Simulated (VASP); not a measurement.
Runs of VASP 6.6.1 on I. The structure is that of space group Pmmm (No. 47), or close to it. The cells are those of the table. The cell was generated, and may not be a known phase.

```csv
task,cell,k mesh,gap on the mesh (eV),pressure (GPa),relaxed volume (Å³/atom)
single point,"a = 1.976, b = 2.348, c = 6.371 Å, 1 atom",8 × 8 × 4,none,(a),-
single point,"a = 2.955, b = 3.865, c = 4.790 Å, 1 atom",8 × 8 × 4,none,0.0,-
relaxation of cell and atoms,"relaxed from a = 1.976, b = 2.348, c = 6.371 Å, 1 atom",8 × 8 × 4,none,0.0,70.71
single point,"a = 2.956, b = 3.923, c = 4.808 Å, 1 atom",18 × 14 × 12,none,0.0,-
relaxation of cell and atoms,"relaxed from a = 2.955, b = 3.865, c = 4.790 Å, 1 atom",18 × 14 × 12,none,0.0,55.79
```

Alike in all rows: level PBE; potentials or basis VASP PAW PBE potentials, release 64 (I); no spin polarisation; cutoff (eV) 500; smearing gaussian 0.1 eV.

Q: Fill in the values left out.

A: (a) 201.8.

Caveats: some runs use coarse meshes; spin-orbit coupling is left out, which moves the levels of the heavy elements; an odd number of electrons without spin polarisation forces a metal; a magnetic or distorted state may lie lower; the volume moved by over 15 % at a fixed basis, so the end points are rough (at least some runs).

A k mesh can miss the band edges, and the runs leave out spin-orbit coupling on I.

A gap of «none» marks levels without a gap at the run's occupations.
